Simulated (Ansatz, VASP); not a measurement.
## Two plane-wave programs on InSb

INCAR

```
PREC = Accurate
ENCUT = 400
EDIFF = 1E-6
ISMEAR = 0
SIGMA = 0.1
LREAL = F
LASPH = T
NELM = 120
ALGO = Normal
ISIF = 2
LWAVE = F
LCHARG = F
LDIPOL = T
IDIPOL = 3
DIPOL = 0.5 0.5 0.393
GGA = PE
NBANDS = 86
GGA_COMPAT = F
NELMDL = -8
```

The input KPOINTS:

```
regular mesh
0
Gamma
  3 3 1
```

Contents of POSCAR:

```
InSb
1.0
    9.3830948347      0.0000000000      0.0000000000
   -4.6915474173      8.1259984930      0.0000000000
    0.0000000000      0.0000000000     26.5798905319
Sb In
8 8
Direct
    0.5000000000      0.0000000000      0.3009794186
    0.5000000000      0.5000000000      0.3009794186
    0.0000000000      0.0000000000      0.3009794186
    0.0000000000      0.5000000000      0.3009794186
    0.6658777795      0.8330681568      0.4522139267
    0.6658267858      0.3326573390      0.4522190205
    0.1662954788      0.8332579454      0.4520664058
    0.1665689224      0.3334462734      0.4518988354
    0.1666666667      0.8333333333      0.3370088412
    0.1666666667      0.3333333333      0.3370088412
    0.6666666667      0.8333333333      0.3370088412
    0.6666666667      0.3333333333      0.3370088412
    0.3325322636      0.6664602833      0.4799882209
    0.3326239117      0.1663032560      0.4802763791
    0.8327139499      0.6662927686      0.4797864945
    0.8333335432      0.1666133273      0.4797284493
```

Input for Ansatz:

```yaml
crystal:
  lattice:
    - [9.3830948347, 0.0, 0.0]
    - [-4.6915474173, 8.125998493, 0.0]
    - [0.0, 0.0, 26.5798905319]
  atoms:
    - { symbol: Sb, position: [0.5, 0.0, 0.3009794186] }
    - { symbol: Sb, position: [0.5, 0.5, 0.3009794186] }
    - { symbol: Sb, position: [0.0, 0.0, 0.3009794186] }
    - { symbol: Sb, position: [0.0, 0.5, 0.3009794186] }
    - { symbol: In, position: [0.1666666667, 0.8333333333, 0.3370088412] }
    - { symbol: In, position: [0.1666666667, 0.3333333333, 0.3370088412] }
    - { symbol: In, position: [0.6666666667, 0.8333333333, 0.3370088412] }
    - { symbol: In, position: [0.6666666667, 0.3333333333, 0.3370088412] }
    - { symbol: Sb, position: [0.6658777795, 0.8330681568, 0.4522139267] }
    - { symbol: Sb, position: [0.6658267858, 0.332657339, 0.4522190205] }
    - { symbol: Sb, position: [0.1662954788, 0.8332579454, 0.4520664058] }
    - { symbol: Sb, position: [0.1665689224, 0.3334462734, 0.4518988354] }
    - { symbol: In, position: [0.3325322636, 0.6664602833, 0.4799882209] }
    - { symbol: In, position: [0.3326239117, 0.166303256, 0.4802763791] }
    - { symbol: In, position: [0.8327139499, 0.6662927686, 0.4797864945] }
    - { symbol: In, position: [0.8333335432, 0.1666133273, 0.4797284493] }
basis:
  ecutwfc: 420
kpoints:
  mp_grid: { grid: [3, 3, 1] }
hamiltonian:
  xc: pbe
scf:
  occupations: { method: gaussian, width: 0.1 }
output:
  forces: true
  eigenvalues: true
  write_density: true
  volumetric_format: npy
efield:
  axis: 3
  dipole_correction: true
  ramp_width: 0.04
```

Alike in both runs: task single point; functional PBE; k mesh 3 × 3 × 1; occupations gaussian, width 0.1 eV; no spin polarisation.

```csv
,VASP,Ansatz
version,VASP 6.6.1,Ansatz 0.2.0
potentials or method,"VASP PAW PBE potentials, release 64 (Sb, In_d), cutoff 400 eV","scalar-relativistic, plane waves, PAW"
valence electrons in the cell,144,224
```

Ansatz gave:

| Property | Result |
| --- | --- |
| gap on the k mesh at the Fermi level (eV) | none |
| rms of the force components (eV/Å) | 0.083 |

Problem. What did VASP give for the same quantities?

Solution. gap on the k mesh at the Fermi level (eV): none; rms of the force components (eV/Å): 0.080.

A gap of «none» marks a metal or a gap that the smearing closes. VASP's potentials hold 144 valence electrons a cell and Ansatz's 224, so a difference there can come from the potentials and not from the codes.

Spin-orbit coupling is off throughout.
